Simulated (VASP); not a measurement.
# Al4Si in VASP: notebook

The runs below take Al4Si through single point, with LDA.

Program: VASP 6.6.1. These are calculated values, not measurements. Logs are shortened: lines on timing, memory, paths and dates and some standing lists are left out, and cuts for length are marked.

## 1. The cell of the first run

The cell holds a slab with vacuum, 5 atoms: a = 2.817 Å, b = 3.983 Å, c = 21.633 Å, α = 90.00°, β = 90.00°, γ = 90.00°.

## 2. Single point, LDA

Input file INCAR:

```
SYSTEM = Al4Si
ALGO = Normal
DIPOL = 0.5 0.5 0.500
EDIFF = 1E-7
ENCUT = 520
GGA = CA
IDIPOL = 3
ISIF = 2
ISMEAR = -1
LASPH = .TRUE.
LCHARG = .FALSE.
LDIPOL = .TRUE.
LREAL = .FALSE.
LWAVE = .FALSE.
NBANDS = 16
NELM = 100
PREC = Accurate
SIGMA = 0.08
```

Input file KPOINTS:

```
k-points
0
G
  14 10 1
  0 0 0
```

Input file POSCAR:

```
Al4Si
1.0
    2.8165331402      0.0000000000      0.0000000000
    0.0000000000      3.9831793658      0.0000000000
    0.0000000000      0.0000000000     21.6331000000
Al Si
4 1
Direct
    0.0000000000      0.0000000000      0.3733999872
    0.5000000000      0.5000000000      0.4349024041
    0.5000000000      0.5000000000      0.5650975959
    0.0000000000      0.0000000000      0.6266000129
    0.0000000000      0.0000000000      0.5000000000
```

Potentials or basis: VASP PAW LDA potentials, release 64 (Al, Si).

The run is started by

```sh
> cat potpaw_LDA.64/Al/POTCAR potpaw_LDA.64/Si/POTCAR > POTCAR
> mpirun -np 1 vasp_std > vasp.out
```

OUTCAR:

```text
SYSTEM = Al4Si
   EDIFF = 1E-7
   ENCUT = 520
   GGA = CA
   ISIF = 2
   ISMEAR = -1
   LASPH = .TRUE.
   LREAL = .FALSE.
   NELM = 100
   PREC = Accurate

 ion  position               nearest neighbor table
   1  0.000  0.000  0.373-   5 2.74   2 2.78   2 2.78   2 2.78   2 2.78
   2  0.500  0.500  0.435-   1 2.78   1 2.78   1 2.78   1 2.78   3 2.82   5 2.82   5 2.82   5 2.82
                             5 2.82
   3  0.500  0.500  0.565-   4 2.78   4 2.78   4 2.78   4 2.78   2 2.82   5 2.82   5 2.82   5 2.82
                             5 2.82
   4  0.000  0.000  0.627-   5 2.74   3 2.78   3 2.78   3 2.78   3 2.78
   5  0.000  0.000  0.500-   1 2.74   4 2.74   3 2.82   2 2.82   2 2.82   3 2.82   2 2.82   3 2.82
                             2 2.82   3 2.82

  LATTYP: Found a simple orthorhombic cell.
 ALAT       =     2.8165331402
 B/A-ratio  =     1.4142135624
 C/A-ratio  =     7.6807546452

  Lattice vectors:

 A1 = (   2.8165331402,   0.0000000000,   0.0000000000)
 A2 = (   0.0000000000,   3.9831793658,   0.0000000000)
 A3 = (   0.0000000000,   0.0000000000,  21.6331000000)

Analysis of symmetry for initial positions (statically):
=====================================================================
 Subroutine PRICEL returns:
 Original cell was already a primitive cell.

 Routine SETGRP: Setting up the symmetry group for a
 simple orthorhombic supercell.

 Subroutine GETGRP returns: Found  8 space group operations
 (whereof  8 operations were pure point group operations)
 out of a pool of  8 trial point group operations.

The static configuration has the point symmetry D_2h.

Analysis of symmetry for dynamics (positions and initial velocities):
=====================================================================
 Subroutine PRICEL returns:
 Original cell was already a primitive cell.

 Routine SETGRP: Setting up the symmetry group for a
 simple orthorhombic supercell.

 Subroutine GETGRP returns: Found  8 space group operations
 (whereof  8 operations were pure point group operations)
 out of a pool of  8 trial point group operations.

The dynamic configuration has the point symmetry D_2h.

 Subroutine INISYM returns: Found  8 space group operations
 (whereof  8 operations are pure point group operations),
 and found     1 'primitive' translations

----------------------------------------------------------------------------------------

                                     Primitive cell

  volume of cell :     242.6965
[... 104 lines left out ...]
   TEBEG  =    0.0;   TEEND  =   0.0 temperature during run
   PSTRESS=    0.0 pullay stress
   NELECT =      16.0000    total number of electrons
   NUPDOWN=      -1.0000    fix difference up-down
   EMIN   =  10.00;   EMAX   =-10.00  energy-range for DOS
   EFERMI =   0.00;   METHOD = LEGACY
   ISMEAR =    -1;   SIGMA  =   0.08  broadening in eV -4-tet -1-fermi 0-gaus
   EFERMI_NEDOS =   21; number of points for ismear=-14 and -15
   IALGO  =     38    algorithm
   IMIX   =      4    mixing-type and parameters
     AMIX     =   0.40;   BMIX     =  1.00
     AMIX_MAG =   1.60;   BMIX_MAG =  1.00
  volume/ion in A,a.u.               =      48.54       327.56
  Fermi-wavevector in a.u.,A,eV,Ry     =   0.661343  1.249758  5.950849  0.437375
  Thomas-Fermi vector in A             =   1.734073
   LORBIT       =      0    0 simple, 1 ext, 2 COOP (PROOUT), +10 PAW based schemes
   GGA     = CA    functional components
   LHFCALC =     F    Hartree Fock is set to
   AEXX    =    0.0000 exact exchange contribution
   IVDW    =     0    specifies the selected vdW correction
   LEPSILON=     F    determine dielectric tensor
   LRPA    =     F    only Hartree local field effects (RPA)
 non-spin polarized calculation
  energy-cutoff  :      520.00
  volume of cell :      242.70
 maximum number of plane-waves:      6566
 NGX is ok and might be reduce to    24
   NGX = 11   NGY = 15   NGZ = 81

 number of electron      16.0000001 magnetization

 dipolmoment           0.000000      0.000000     -0.000000 electrons x Angstroem

 Free energy of the ion-electron system (eV)
  ---------------------------------------------------
  ext. energy  EPLUGINS =         0.00000000
  ---------------------------------------------------
  free energy    TOTEN  =       -20.78697792 eV

  energy without entropy =      -20.73341121  energy(sigma->0) =      -20.76019457

 E-fermi :   0.0671     XC(G=0):  -4.4426

 val. band max:        0.0531756838   @ k =   0.0714   0.3000   0.0000
 cond. band min:       0.0748045601   @ k =   0.0714   0.5000   0.0000
 fundamental gap:      0.0216288762
 Fermi energy:         0.0671175925

 k-point     1 :       0.0000    0.0000    0.0000
  band No.  band energies     occupation
      1     -11.8550      2.00000
      2      -9.2488      2.00000
      3      -6.8473      2.00000
      4      -3.7516      2.00000
      5      -3.3371      2.00000
      6      -2.0598      2.00000
[... 433 lines left out ...]
      3      -4.7783      2.00000
      4      -4.0293      2.00000
      5      -2.2618      2.00000
      6      -2.2284      2.00000
[... 8 lines left out ...]
     15       3.8399      0.00000
     16       4.6685      0.00000

 [... further k-points ...]

------------------------ aborting loop because EDIFF is reached ----------------------------------------

 vacuum level on the upper side and lower side of the slab       (xc-potential included)        -0.091        -0.091

  FORCE on cell =-STRESS in cart. coord.  units (eV):
  Direction    XX          YY          ZZ          XY          YZ          ZX
  --------------------------------------------------------------------------------------
  -------------------------------------------------------------------------------------
  Total       -2.7712432     -1.4353292     -1.9280037     -0.0000000      0.0000000      0.0000000
  in kB      -18.2945500     -9.4754231    -12.7278471     -0.0000000      0.0000000      0.0000000
  external PRESSURE =     -13.4992734 kB  Pullay stress =       0.0000000 kB

 VOLUME and BASIS-vectors are now :
 -----------------------------------------------------------------------------
  energy-cutoff  :      520.00
  volume of cell :      242.70
      direct lattice vectors                 reciprocal lattice vectors
     2.816533140  0.000000000  0.000000000     0.355046417  0.000000000  0.000000000
     0.000000000  3.983179366  0.000000000     0.000000000  0.251055729  0.000000000
     0.000000000  0.000000000 21.633100000     0.000000000  0.000000000  0.046225460

 POSITION                                       TOTAL-FORCE (eV/Angst)
 -----------------------------------------------------------------------------------
      0.00000      0.00000      8.07780         0.000000     -0.000000      0.232245
      1.40827      1.99159      9.40829         0.000000      0.000000      0.231258
      1.40827      1.99159     12.22481         0.000000      0.000000     -0.231258
      0.00000      0.00000     13.55530         0.000000      0.000000     -0.232245
      0.00000      0.00000     10.81655         0.000000      0.000000      0.000000
 -----------------------------------------------------------------------------------
    total drift:                               -0.000000     -0.000000     -0.000000

  FREE ENERGIE OF THE ION-ELECTRON SYSTEM (eV)
  ---------------------------------------------------
  free  energy   TOTEN  =       -20.7869779236 eV

  energy  without entropy=      -20.7334112078  energy(sigma->0) =      -20.76019457

 vacuum level on the upper side and lower side of the slab         4.089         4.089
```

stdout:

```text
POSCAR found type information on POSCAR AlSi
 POSCAR found :  2 types and       5 ions
 scaLAPACK will be used
 LDA part: xc-table for (Slater(with rela. corr.)+CA(PZ))
 , standard interpolation
 POSCAR, INCAR and KPOINTS ok, starting setup
 FFT: planning ... GRIDC
 FFT: planning ... GRID_SOFT
 FFT: planning ... GRID
 WAVECAR not read
 entering main loop
```

It took 1.9 min on 1 thread of Intel Xeon 6975P-C (Granite Rapids), shared host; peak memory 0.36 GiB.

Results:

```
Free energy            : -20.7870 eV
Largest force          : 0.232 eV/Å
Band gap on the k mesh : zero (bands 8 and 9 overlap by 1.87 eV)
```

Forces in eV/Å, atoms in the order of the input:
```
Al   0.000  0.000  0.232
Al   0.000  0.000  0.231
Al   0.000  0.000 -0.231
Al   0.000  0.000 -0.232
Si   0.000  0.000  0.000
```

Levels at points of the mesh, in eV from the Fermi level:
| k point | band 5 | band 6 | band 7 | band 8 | band 9 | band 10 | band 11 | band 12 |
| --- | --- | --- | --- | --- | --- | --- | --- | --- |
| (0.00, 0.00, 0.00) | -3.40 | -2.13 | -1.00 | -0.84 | 0.25 | 1.24 | 1.95 | 3.12 |
| (0.50, 0.00, 0.00) | -2.60 | -2.29 | 0.18 | 0.21 | 1.36 | 1.59 | 1.89 | 2.58 |
| (0.00, 0.50, 0.00) | -5.34 | -3.82 | -2.58 | -0.08 | 0.48 | 2.86 | 3.23 | 4.89 |
| (0.50, 0.50, 0.00) | -3.35 | -2.85 | -2.64 | -1.39 | -1.26 | -0.41 | 0.42 | 0.65 |

## 3. Single point, LDA

Input file INCAR:

```
ALGO = Normal ; DIPOL = 0.5 0.5 0.500
EDIFF = 1E-6 ; ENCUT = 520
GGA = CA ; IDIPOL = 3
ISIF = 2 ; ISMEAR = -1
LASPH = True ; LCHARG = True
LDIPOL = True ; LELF = True
LREAL = False ; LVACPOTAV = True
LVHAR = True ; LWAVE = False
NBANDS = 16 ; NELM = 80
PREC = Accurate ; SIGMA = 0.08
```

Input file KPOINTS:

```
k-points
0
Gamma
  14 10 1
```

POSCAR is that of step 2.

Potentials or basis: VASP PAW LDA potentials, release 64 (Al, Si).

The run is started by

```sh
> cat potpaw_LDA.64/Al/POTCAR potpaw_LDA.64/Si/POTCAR > POTCAR
> mpirun -np 1 vasp_std > vasp.out
```

Wall time 1.9 min (1 thread of Intel Xeon 6975P-C (Granite Rapids), shared host); peak memory 0.36 GiB.

It converged, with:

```yaml
Free_energy: -20.7870 eV
Largest_force: 0.232 eV/Å
Band_gap_on_the_k_mesh: zero (bands 8 and 9 overlap by 1.87 eV)
```

Forces in eV/Å, atoms in the order of the input:
```
Al   0.000  0.000  0.232
Al   0.000  0.000  0.231
Al   0.000  0.000 -0.231
Al   0.000  0.000 -0.232
Si   0.000  0.000  0.000
```

Levels at points of the mesh, in eV from the Fermi level:
```
           k point  band 4  band 5  band 6  band 7  band 8  band 9  band 10  band 11  band 12  band 13
(0.00, 0.00, 0.00)   -3.82   -3.40   -2.13   -1.00   -0.84    0.25     1.24     1.95     3.12     3.66
(0.50, 0.00, 0.00)   -4.43   -2.60   -2.29    0.18    0.21    1.36     1.59     1.89     2.58     2.99
(0.00, 0.50, 0.00)   -6.54   -5.34   -3.82   -2.58   -0.08    0.48     2.86     3.23     4.89     5.71
(0.50, 0.50, 0.00)   -3.82   -3.35   -2.85   -2.64   -1.39   -1.26    -0.41     0.42     0.65     1.41
```
